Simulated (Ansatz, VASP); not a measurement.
# One calculation of AlNi3, two programs

```
CELL_PARAMETERS angstrom
3.45114 0.00000 0.00000
0.00000 3.45114 0.00000
0.00000 0.00000 3.45114
ATOMIC_POSITIONS crystal
Ni 0.50000 0.50000 0.00000
Ni 0.50000 0.00000 0.50000
Ni 0.00000 0.50000 0.50000
Al 0.00000 0.00000 0.00000
```

Change from the starting cell: volume scaled by 0.94.

Alike in both runs: task single point; functional LDA; k mesh 8 × 8 × 8; occupations fermi-dirac, width 0.05 eV; collinear spin.

|  | VASP | Ansatz |
| --- | --- | --- |
| version | VASP 6.6.1 | Ansatz 0.2.0 |
| potentials or method | VASP PAW LDA potentials, release 64 (Ni, Al), cutoff 520 eV | all-electron LAPW, scalar-relativistic |

```tsv
	VASP	Ansatz	Ansatz less VASP
gap on the k mesh at the Fermi level (eV)	none	none	-
pressure (GPa)	6.2	5.8	-0.38
net moment per atom (μB)	0.04	0.09	+0.048
size of the moment on the site where the two differ most (μB)	0.06	0.13	+0.070
```

LDA's correlation is that of Perdew and Zunger in VASP and of Perdew and Wang (1992) in Ansatz. Site moments also hang on the region over which each program counts them. A gap of «none» marks a metal or a gap that the smearing closes. Ansatz ran all-electron here, and VASP with PAW potentials.
